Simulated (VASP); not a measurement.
A run of VASP 6.6.1:

File INCAR:

```
SYSTEM = As
ALGO = Normal
EDIFF = 1E-6
ENCUT = 600
GGA_COMPAT = .False.
ISIF = 2
ISMEAR = 0
LASPH = .True.
LCHARG = .True.
LELF = .True.
LREAL = .False.
LVHAR = .True.
LWAVE = .False.
NBANDS = 22
NELM = 120
PREC = Accurate
SIGMA = 0.1
```

File KPOINTS:

```
k-points
0
Gamma
  15 15 15
  0 0 0
```

File POSCAR:

```
As
1.0
    1.8798796949      1.0853490479      3.3285105703
   -1.8798796949      1.0853490479      3.3285105703
    0.0000000000     -2.1706980958      3.3285105702
As
2
Direct
    0.7694664251      0.7694664251      0.7694664251
    0.2305335749      0.2305335749      0.2305335749
```

Potentials or basis: VASP PAW LDA potentials, release 64 (As_d).

Run with:

```bash
$ cat potpaw_LDA.64/As_d/POTCAR > POTCAR
$ mpirun -np 1 vasp_std > vasp.out
```

Hardware: 1 thread of Intel(R) Xeon(R) Platinum 8488C (Sapphire Rapids), on a shared host.

Task: Estimate the wall time of this run.

Result: Run time: 2.7 min on 1 thread of Intel(R) Xeon(R) Platinum 8488C (Sapphire Rapids) (shared host), peak memory 0.38 GiB. Counts: scf iterations 10, k points 344.
